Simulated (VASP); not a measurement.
# W9C8 in VASP: further runs, part 2 of 2

VASP 6.6.1.

### 4 Single point, LDA

Contents of INCAR:

```
SYSTEM = W9C8
ALGO     = Normal         ! electronic algorithm
EDIFF    = 1E-6           ! SCF threshold, eV
ENCUT    = 520            ! plane-wave cutoff, eV
GGA      = CA             ! functional
ISIF     = 2              ! what is computed and relaxed
ISMEAR   = -1             ! smearing method
LASPH    = .True.         ! aspherical terms in the spheres
LCHARG   = .True.         ! write CHGCAR
LELF     = .True.         ! ELF
LREAL    = Auto         
LVHAR    = .True.       
LWAVE    = .False.        ! write WAVECAR
NBANDS   = 93             ! bands
NELM     = 80             ! most SCF steps
PREC     = Accurate       ! precision mode
SIGMA    = 0.05           ! smearing width, eV
```

Contents of KPOINTS:

```
k-points
0
Gamma
  3 3 1
  0 0 0
```

Contents of POSCAR:

```
W9C8
1.0
    5.6929600000      0.0000000000      0.0000000000
   -2.8464800000      4.9302480000      0.0000000000
    0.0000000000      0.0000000000     17.1931300000
W C
9 8
Direct
    0.0000000000      0.0000000000      0.0581627662
    0.0233450786      0.0103645902      0.2199366840
    0.0000045923      0.4999951321      0.0581627662
   -0.0028795799      0.4870951725      0.2384324437
    0.5000035131      0.0000000000      0.0581627662
    0.5085481244      0.0191268269      0.2235485918
    0.4999905398      0.4999951321      0.0581627662
    0.5463842287      0.5265252377      0.2170343620
    0.5587567269      0.5473355499      0.3702060067
    0.3298646810      0.1856701732      0.1295517454
    0.3816667526      0.2054866206      0.2986716206
    0.3206225000      0.7043053412      0.1315525445
    0.3336953727      0.6405154467      0.3025103632
    0.8381821186      0.1510066025      0.1402304292
    0.8795953039      0.1830333890      0.3038422905
    0.8241909321      0.6708587479      0.1287258341
    0.8598228758      0.6823997495      0.3059012524
```

Potentials or basis: VASP PAW LDA potentials, release 64 (W_sv, C).

The run is started by

```bash
cat potpaw_LDA.64/W_sv/POTCAR potpaw_LDA.64/C/POTCAR > POTCAR
mpirun -np 1 vasp_std > vasp.out
```

OUTCAR:

```text
SYSTEM = W9C8
   EDIFF = 1E-6
   ENCUT = 520
   GGA = CA
   ISIF = 2
   ISMEAR = -1
   LASPH = .True.
   LREAL = Auto
   NELM = 80
   PREC = Accurate

 ion  position               nearest neighbor table
   1  0.000  0.000  0.058-  16 2.03  10 2.04  14 2.09   2 2.78   3 2.85   7 2.85   5 2.85   5 2.85
                             7 2.85   3 2.85
   2  0.023  0.010  0.220-  14 2.12  15 2.13  10 2.17  17 2.19  11 2.23  16 2.30   8 2.74   6 2.74
                             1 2.78   4 2.81   4 2.92   6 2.96   8 2.96
   3  0.000  0.500  0.058-  12 2.04  16 2.10  14 2.23   7 2.85   1 2.85   5 2.85   5 2.85   1 2.85
                             7 2.85   4 3.10
   4  0.997  0.487  0.238-  15 1.88  13 1.99  17 2.02  14 2.37  12 2.45  16 2.58   8 2.71   6 2.74
                             2 2.81   2 2.92   6 2.98   8 3.04   3 3.10
   5  0.500  0.000  0.058-  12 1.94  10 2.14  14 2.19   6 2.85   1 2.85   3 2.85   7 2.85   7 2.85
                             3 2.85   1 2.85
   6  0.509  0.019  0.224-  11 2.02  14 2.17  12 2.22  15 2.30  13 2.31  10 2.35   4 2.74   2 2.74
                             8 2.79   5 2.85   8 2.92   2 2.96   4 2.98
   7  0.500  0.500  0.058-  10 1.98  16 2.01  12 2.27   8 2.74   3 2.85   1 2.85   5 2.85   5 2.85
                             1 2.85   3 2.85
   8  0.546  0.527  0.217-  16 2.05  11 2.12  17 2.17  13 2.20  10 2.27  12 2.48   9 2.64   4 2.71
                             2 2.74   7 2.74   6 2.79   6 2.92   2 2.96   4 3.04
   9  0.559  0.547  0.370-  17 1.85  13 1.99  11 2.09   8 2.64
  10  0.330  0.186  0.130-   7 1.98   1 2.04   5 2.14   2 2.17   8 2.27   6 2.35
  11  0.382  0.205  0.299-   6 2.02   9 2.09   8 2.12   2 2.23
  12  0.321  0.704  0.132-   5 1.94   3 2.04   6 2.22   7 2.27   4 2.45   8 2.48
  13  0.334  0.641  0.303-   9 1.99   4 1.99   8 2.20   6 2.31
  14  0.838  0.151  0.140-   1 2.09   2 2.12   6 2.17   5 2.19   3 2.23   4 2.37
  15  0.880  0.183  0.304-   4 1.88   2 2.13   6 2.30
  16  0.824  0.671  0.129-   7 2.01   1 2.03   8 2.05   3 2.10   2 2.30   4 2.58
  17  0.860  0.682  0.306-   9 1.85   4 2.02   8 2.17   2 2.19

  LATTYP: Found a hexagonal cell.
 ALAT       =     5.6929600000
 C/A-ratio  =     3.0200686462

  Lattice vectors:

 A1 = (   5.6929600000,   0.0000000000,   0.0000000000)
 A2 = (  -2.8464800000,   4.9302480000,   0.0000000000)
 A3 = (   0.0000000000,   0.0000000000,  17.1931300000)

Analysis of symmetry for initial positions (statically):
=====================================================================
 Subroutine PRICEL returns:
 Original cell was already a primitive cell.

 Routine SETGRP: Setting up the symmetry group for a
 hexagonal supercell.

 Subroutine GETGRP returns: Found  1 space group operations
 (whereof  1 operations were pure point group operations)
 out of a pool of 24 trial point group operations.

The static configuration has the point symmetry C_1 .

Analysis of symmetry for dynamics (positions and initial velocities):
=====================================================================
 Subroutine PRICEL returns:
 Original cell was already a primitive cell.

 Routine SETGRP: Setting up the symmetry group for a
 hexagonal supercell.

 Subroutine GETGRP returns: Found  1 space group operations
 (whereof  1 operations were pure point group operations)
 out of a pool of 24 trial point group operations.

The dynamic configuration has the point symmetry C_1 .

 Subroutine INISYM returns: Found  1 space group operations
 (whereof  1 operations are pure point group operations),
[... 88 lines left out ...]
   k-points           NKPTS =      5   k-points in BZ     NKDIM =      5   number of bands    NBANDS=     93
   number of dos      NEDOS =    301   number of ions     NIONS =     17
   total plane-waves  NPLWV = 225792
   dimension x,y,z NGX =    42 NGY =   42 NGZ =  128
   dimension x,y,z NGXF=    84 NGYF=   84 NGZF=  256
   ions per type =               9   8
   NGX,Y,Z   is equivalent  to a cutoff of  12.26, 12.26, 12.38 a.u.
   NGXF,Y,Z  is equivalent  to a cutoff of  24.53, 24.53, 24.75 a.u.
 SYSTEM =  W9C8
   PREC   = accura    normal or accurate (medium, high low for compatibility)
   ISTART =      0    job   : 0-new  1-cont  2-samecut
   ICHARG =      2    charge: 1-file 2-atom 10-const
   ISPIN  =      1    spin polarized calculation?
   LNONCOLLINEAR =      F non collinear calculations
   LSORBIT =      F    spin-orbit coupling
   LASPH  =      T    aspherical Exc in radial PAW
   ENCUT  =  520.0 eV  38.22 Ry    6.18 a.u.  10.59 10.59 31.97*2*pi/ulx,y,z
   NELM   =     80;   NELMIN=  2; NELMDL= -5     # of ELM steps
   EDIFF  = 0.1E-05   stopping-criterion for ELM
   LREAL  =      T    real-space projection
   EDIFFG = 0.1E-04   stopping-criterion for IOM
   NSW    =      0    number of steps for IOM
   IBRION =     -1    ionic relax: 0-MD 1-quasi-New 2-CG
   NFREE  =      0    steps in history (QN), initial steepest desc. (CG)
   ISIF   =      2    stress and relaxation
   ISYM   =      2    0-nonsym 1-usesym 2-fastsym
   POTIM  = 0.5000    time-step for ionic-motion
   TEBEG  =    0.0;   TEEND  =   0.0 temperature during run
   PSTRESS=    0.0 pullay stress
   NELECT =     158.0000    total number of electrons
   NUPDOWN=      -1.0000    fix difference up-down
   EMIN   =  10.00;   EMAX   =-10.00  energy-range for DOS
   EFERMI =   0.00;   METHOD = LEGACY
   ISMEAR =    -1;   SIGMA  =   0.05  broadening in eV -4-tet -1-fermi 0-gaus
   EFERMI_NEDOS =   21; number of points for ismear=-14 and -15
   IALGO  =     38    algorithm
   IMIX   =      4    mixing-type and parameters
     AMIX     =   0.40;   BMIX     =  1.00
     AMIX_MAG =   1.60;   BMIX_MAG =  1.00
  volume/ion in A,a.u.               =      28.39       191.56
  Fermi-wavevector in a.u.,A,eV,Ry     =   1.128340  2.132253 17.322267  1.273151
  Thomas-Fermi vector in A             =   2.265029
   LORBIT       =      0    0 simple, 1 ext, 2 COOP (PROOUT), +10 PAW based schemes
   GGA     = CA    functional components
   LHFCALC =     F    Hartree Fock is set to
   AEXX    =    0.0000 exact exchange contribution
   IVDW    =     0    specifies the selected vdW correction
   LEPSILON=     F    determine dielectric tensor
   LRPA    =     F    only Hartree local field effects (RPA)
 non-spin polarized calculation
  energy-cutoff  :      520.00
  volume of cell :      482.57
 maximum number of plane-waves:     12987
 NGX is ok and might be reduce to    42
   NGX = 21   NGY = 21   NGZ = 63

 number of electron     158.0000009 magnetization

 Free energy of the ion-electron system (eV)
  ---------------------------------------------------
  ext. energy  EPLUGINS =         0.00000000
  ---------------------------------------------------
  free energy    TOTEN  =      -190.07426298 eV

  energy without entropy =     -190.01279482  energy(sigma->0) =     -190.04352890

 E-fermi :   1.5435     XC(G=0):  -6.6198

 val. band max:        1.5308843409   @ k =   0.0000   0.0000   0.0000
 cond. band min:       1.5507127258   @ k =  -0.3333   0.3333   0.0000
 fundamental gap:      0.0198283849
 Fermi energy:         1.5435006154

 k-point     1 :       0.0000    0.0000    0.0000
  band No.  band energies     occupation
      1     -72.6124      2.00000
      2     -71.9872      2.00000
      3     -71.9132      2.00000
      4     -71.8813      2.00000
      5     -71.8076      2.00000
      6     -71.7862      2.00000
[... 459 lines left out ...]
     90       3.6958      0.00000
     91       3.8668      0.00000
 [bands above 91 left out]

------------------------ aborting loop because EDIFF is reached ----------------------------------------

  FORCE on cell =-STRESS in cart. coord.  units (eV):
  Direction    XX          YY          ZZ          XY          YZ          ZX
  --------------------------------------------------------------------------------------
  -------------------------------------------------------------------------------------
  Total        6.4170195      9.1376754     -5.1266067      1.5334290     -7.2382648     -3.4289428
  in kB       21.3050274     30.3378267    -17.0207518      5.0911093    -24.0316285    -11.3843693
  external PRESSURE =      11.5407008 kB  Pullay stress =       0.0000000 kB

 VOLUME and BASIS-vectors are now :
 -----------------------------------------------------------------------------
  energy-cutoff  :      520.00
  volume of cell :      482.57
      direct lattice vectors                 reciprocal lattice vectors
     5.692960000  0.000000000  0.000000000     0.175655546  0.101414777  0.000000000
    -2.846480000  4.930248000  0.000000000     0.000000000  0.202829553  0.000000000
     0.000000000  0.000000000 17.193130000     0.000000000  0.000000000  0.058162766

 POSITION                                       TOTAL-FORCE (eV/Angst)
 -----------------------------------------------------------------------------------
      0.00000      0.00000      1.00000        -0.620300      0.449685     -1.114233
      0.10340      0.05110      3.78140        -1.116803      0.259300      2.616829
     -1.42320      2.46510      1.00000        -0.207612     -0.195020      0.667355
      4.29006      2.40150      4.09940         1.764736      1.613263     -2.779759
      2.84650      0.00000      1.00000         0.279821      1.438148     -0.888368
      2.84070      0.09430      3.84350         1.909769     -2.094555      0.457650
[... 9 lines left out ...]
      2.78250      3.30750      2.21320         1.646255      0.471252      0.672771
      2.95250      3.36440      5.25940        -0.296193      0.704227     -0.758286
 -----------------------------------------------------------------------------------
    total drift:                                0.012067      0.001366     -0.013636

  FREE ENERGIE OF THE ION-ELECTRON SYSTEM (eV)
  ---------------------------------------------------
  free  energy   TOTEN  =      -190.0742629849 eV

  energy  without entropy=     -190.0127948195  energy(sigma->0) =     -190.04352890
```

Run time: 15 min. Hardware: 1 thread of AMD EPYC 7R13, shared host; peak memory 0.42 GiB.

Results:

| Property | Result |
| --- | --- |
| Free energy | -190.0743 eV |
| Largest force | 4.300 eV/Å |
| Band gap on the k mesh | zero (band 79 reaches 2.04 eV, above the bottom of band 80 at 1.44 eV) |

Forces in eV/Å, atoms in the order of the input:
```
W   -0.620  0.450 -1.114
W   -1.117  0.259  2.617
W   -0.208 -0.195  0.667
W    1.765  1.613 -2.780
W    0.280  1.438 -0.888
W    1.910 -2.095  0.458
W   -1.050  1.238 -1.908
W   -4.117 -1.158  0.450
W   -2.092 -1.513 -2.319
C    1.513 -0.741  2.471
C   -0.672  0.555  1.015
C    1.830 -2.756  2.082
C    2.662  1.576  1.105
C   -1.431  1.599 -0.620
C   -0.003 -1.447 -1.149
C    1.646  0.471  0.673
C   -0.296  0.704 -0.758
```

Caveat: the k points lie up to 0.42 Å⁻¹ apart; spin-orbit coupling is left out, which moves the levels of the heavy elements.
